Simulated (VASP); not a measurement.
# BaS (Imm2) in VASP: single point with r2SCAN

Aim: the single point of BaS with r2SCAN.

All numbers are computed with VASP 6.6.1; they aren't measurements. Logs are shortened: lines on timing, memory, paths and dates and some standing lists are left out, and cuts for length are marked.

## Step 1: The cell of the first run

Symmetry: Imm2, No. 44, orthorhombic system. Conventional cell: a = 4.517 Å, b = 6.388 Å, c = 4.517 Å, α = 90.00°, β = 90.00°, γ = 90.00°. Ba (site symmetry mm2) has 6 S at 3.12 to 3.27 Å within 4.1 Å. Within 4.1 Å of S (site symmetry mm2) lie 6 Ba at 3.12 to 3.27 Å.

## Step 2: Single point, r2SCAN

POSCAR

```
BaS
1.0
    0.0000000000      3.1937500000      3.1937500000
    3.1937500000      0.0000000000      3.1937500000
    3.1937500000      3.1937500000      0.0000000000
Ba S
1 1
Direct
    0.0221403297      0.0000000000      0.0000000000
    0.5000000000      0.5000000000      0.5000000000
```

INCAR.step1

```
SYSTEM = BaS
ALGO = Normal
EDIFF = 1E-4
ENCUT = 520
GGA = PE
ISMEAR = 0
LASPH = .TRUE.
LCHARG = .FALSE.
LREAL = .FALSE.
LWAVE = .TRUE.
NBANDS = 15
NELM = 100
PREC = Accurate
SIGMA = 0.05
```

INCAR.step2

```
SYSTEM = BaS
ALGO = Normal
EDIFF = 1E-6
ENCUT = 520
ISIF = 2
ISMEAR = 0
ISTART = 1
LASPH = .TRUE.
LCHARG = .FALSE.
LMIXTAU = .TRUE.
LREAL = .FALSE.
LWAVE = .FALSE.
METAGGA = R2SCAN
NBANDS = 15
NELM = 100
PREC = Accurate
SIGMA = 0.05
```

KPOINTS

```
k-points
0
G
  6 6 6
  0 0 0
```

Potentials or basis: VASP PAW PBE potentials, release 64 (Ba_sv, S).

Command:

```
cat potpaw_PBE.64/Ba_sv/POTCAR potpaw_PBE.64/S/POTCAR > POTCAR
cp INCAR.step1 INCAR
mpirun -np 1 vasp_std > vasp.out
cp INCAR.step2 INCAR
mpirun -np 1 vasp_std > vasp.out
```

OUTCAR:

```text
SYSTEM = BaS
   EDIFF = 1E-6
   ENCUT = 520
   ISIF = 2
   ISMEAR = 0
   ISTART = 1
   LASPH = .TRUE.
   LREAL = .FALSE.
   METAGGA = R2SCAN
   NELM = 100
   PREC = Accurate

 ion  position               nearest neighbor table
   1  0.022  0.000  0.000-   2 3.12   2 3.12   2 3.20   2 3.20   2 3.27   2 3.27
   2  0.500  0.500  0.500-   1 3.12   1 3.12   1 3.20   1 3.20   1 3.27   1 3.27

  LATTYP: Found a face centered cubic cell.
 ALAT       =     6.3875000000

  Lattice vectors:

 A1 = (   0.0000000000,   3.1937500000,   3.1937500000)
 A2 = (   3.1937500000,   0.0000000000,   3.1937500000)
 A3 = (   3.1937500000,   3.1937500000,   0.0000000000)

Analysis of symmetry for initial positions (statically):
=====================================================================
 Subroutine PRICEL returns:
 Original cell was already a primitive cell.

 Routine SETGRP: Setting up the symmetry group for a
 face centered cubic supercell.

 Subroutine GETGRP returns: Found  4 space group operations
 (whereof  4 operations were pure point group operations)
 out of a pool of 48 trial point group operations.

The static configuration has the point symmetry C_2v.

Analysis of symmetry for dynamics (positions and initial velocities):
=====================================================================
 Subroutine PRICEL returns:
 Original cell was already a primitive cell.

 Routine SETGRP: Setting up the symmetry group for a
 face centered cubic supercell.

 Subroutine GETGRP returns: Found  4 space group operations
 (whereof  4 operations were pure point group operations)
 out of a pool of 48 trial point group operations.

The dynamic configuration has the point symmetry C_2v.

 Subroutine INISYM returns: Found  4 space group operations
 (whereof  4 operations are pure point group operations),
 and found     1 'primitive' translations

----------------------------------------------------------------------------------------

                                     Primitive cell

  volume of cell :      65.1527

  direct lattice vectors                    reciprocal lattice vectors
     0.000000000  3.193750000  3.193750000    -0.156555773  0.156555773  0.156555773
     3.193750000  0.000000000  3.193750000     0.156555773 -0.156555773  0.156555773
     3.193750000  3.193750000  0.000000000     0.156555773  0.156555773 -0.156555773

  length of vectors
     4.516644565  4.516644565  4.516644565     0.271162553  0.271162553  0.271162553

  position of ions in fractional coordinates (direct lattice)
[... 90 lines left out ...]
   NELECT =      16.0000    total number of electrons
   NUPDOWN=      -1.0000    fix difference up-down
   EMIN   =  10.00;   EMAX   =-10.00  energy-range for DOS
   EFERMI =   0.00;   METHOD = LEGACY
   ISMEAR =     0;   SIGMA  =   0.05  broadening in eV -4-tet -1-fermi 0-gaus
   EFERMI_NEDOS =   21; number of points for ismear=-14 and -15
   IALGO  =     38    algorithm
   IMIX   =      4    mixing-type and parameters
     AMIX     =   0.40;   BMIX     =  1.00
     AMIX_MAG =   1.60;   BMIX_MAG =  1.00
  volume/ion in A,a.u.               =      32.58       219.84
  Fermi-wavevector in a.u.,A,eV,Ry     =   1.025189  1.937326 14.299891  1.051012
  Thomas-Fermi vector in A             =   2.159016
   LORBIT       =      0    0 simple, 1 ext, 2 COOP (PROOUT), +10 PAW based schemes
   METAGGA = R2SCAN    functional components
   LHFCALC =     F    Hartree Fock is set to
   AEXX    =    0.0000 exact exchange contribution
   IVDW    =     0    specifies the selected vdW correction
   LEPSILON=     F    determine dielectric tensor
   LRPA    =     F    only Hartree local field effects (RPA)
 non-spin polarized calculation
 Gauss-broadening in eV      SIGMA  =   0.05
  energy-cutoff  :      520.00
  volume of cell :       65.15
 maximum number of plane-waves:      1807
 NGX is ok and might be reduce to    36
   NGX = 17   NGY = 17   NGZ = 17

 number of electron      16.0000001 magnetization

 Free energy of the ion-electron system (eV)
  ---------------------------------------------------
  ext. energy  EPLUGINS =         0.00000000
  ---------------------------------------------------
  free energy    TOTEN  =       -39.18626916 eV

  energy without entropy =      -39.18626916  energy(sigma->0) =      -39.18626916

 E-fermi :   1.4533     XC(G=0):  -9.0783

 val. band max:        1.2040757890   @ k =   0.0000   0.0000   0.0000
 cond. band min:       3.7059100811   @ k =   0.5000   0.5000   0.0000
 fundamental gap:      2.5018342921
 Fermi energy:         1.4533080317

 k-point     1 :       0.0000    0.0000    0.0000
  band No.  band energies     occupation
      1     -25.5886      2.00000
      2     -10.2437      2.00000
      3     -10.2241      2.00000
      4     -10.2220      2.00000
      5      -9.5607      2.00000
      6       1.2008      2.00000
      7       1.2008      2.00000
      8       1.2041      2.00000
      9       5.4367      0.00000
     10       5.5247      0.00000
     11       5.5507      0.00000
     12       5.5577      0.00000
     13       6.5764      0.00000
     14       6.5935      0.00000
[... 401 lines left out ...]
      2     -11.0257      2.00000
      3     -10.3268      2.00000
      4     -10.2270      2.00000
      5      -8.7032      2.00000
      6      -0.0432      2.00000
      7       0.4167      2.00000
      8       0.9344      2.00000
      9       5.6313      0.00000
     10       6.2233      0.00000
     11       6.6556      0.00000
     12       7.2798      0.00000
     13       8.2648      0.00000
     14       9.0296      0.00000
     15      12.5277      0.00000

 [... further k-points ...]

------------------------ aborting loop because EDIFF is reached ----------------------------------------

  FORCE on cell =-STRESS in cart. coord.  units (eV):
  Direction    XX          YY          ZZ          XY          YZ          ZX
  --------------------------------------------------------------------------------------
  -------------------------------------------------------------------------------------
  Total        0.5508794      0.6514078      0.6514078      0.0000000     -0.0214463      0.0000000
  in kB       13.5467270     16.0188291     16.0188291      0.0000000     -0.5273890      0.0000000
  external PRESSURE =      15.1947951 kB  Pullay stress =       0.0000000 kB

 VOLUME and BASIS-vectors are now :
 -----------------------------------------------------------------------------
  energy-cutoff  :      520.00
  volume of cell :       65.15
      direct lattice vectors                 reciprocal lattice vectors
     0.000000000  3.193750000  3.193750000    -0.156555773  0.156555773  0.156555773
     3.193750000  0.000000000  3.193750000     0.156555773 -0.156555773  0.156555773
     3.193750000  3.193750000  0.000000000     0.156555773  0.156555773 -0.156555773

 POSITION                                       TOTAL-FORCE (eV/Angst)
 -----------------------------------------------------------------------------------
      0.00000      0.07071      0.07071         0.000000     -0.170986     -0.170986
      3.19375      3.19375      3.19375        -0.000000      0.170986      0.170986
 -----------------------------------------------------------------------------------
    total drift:                               -0.000000      0.000229      0.000229

  FREE ENERGIE OF THE ION-ELECTRON SYSTEM (eV)
  ---------------------------------------------------
  free  energy   TOTEN  =       -39.1862691555 eV

  energy  without entropy=      -39.1862691555  energy(sigma->0) =      -39.18626916
```

Wall time 3.8 min (1 thread of Intel Xeon 8259CL, shared host); peak memory 0.24 GiB.

Results:

```
Free energy            : -39.1863 eV
Pressure               : 1.5 GPa
Largest force          : 0.242 eV/Å
Band gap on the k mesh : 2.50 eV (least direct gap 2.62 eV)
```

Forces on the atoms (eV/Å):
```
Ba   0.000 -0.171 -0.171
S    0.000  0.171  0.171
```

Stress tensor (GPa, compression positive):
```
 1.35  0.00  0.00
 0.00  1.60 -0.05
 0.00 -0.05  1.60
```

Levels at points of the mesh, in eV from the valence-band top:
| k point | band 5 | band 6 | band 7 | band 8 | band 9 | band 10 | band 11 | band 12 |
| --- | --- | --- | --- | --- | --- | --- | --- | --- |
| (0.00, 0.00, 0.00) | -10.76 | 0.00 | 0.00 | 0.00 | 4.23 | 4.32 | 4.35 | 4.35 |
| (0.50, 0.00, 0.00) | -9.44 | -1.90 | -1.07 | -1.07 | 5.97 | 6.23 | 6.86 | 6.88 |
| (0.00, 0.50, 0.00) | -9.43 | -1.90 | -1.06 | -1.06 | 6.04 | 6.11 | 6.86 | 6.89 |
| (0.50, 0.50, 0.00) | -10.67 | -0.50 | -0.14 | -0.12 | 2.50 | 6.55 | 6.73 | 8.06 |
| (0.00, 0.50, 0.50) | -10.67 | -0.51 | -0.15 | -0.13 | 2.52 | 6.55 | 6.72 | 8.06 |

Caveat: the cell differs from its parent crystal (all Ba atoms moved -0.100 Å, as atom 1 towards its neighbour atom 1 (Ba) at 4.517 Å); the PAW data sets were made with another functional, which shifts forces and pressure a little; spin-orbit coupling is left out, which moves the levels of the heavy elements. A k mesh can miss the band edges.
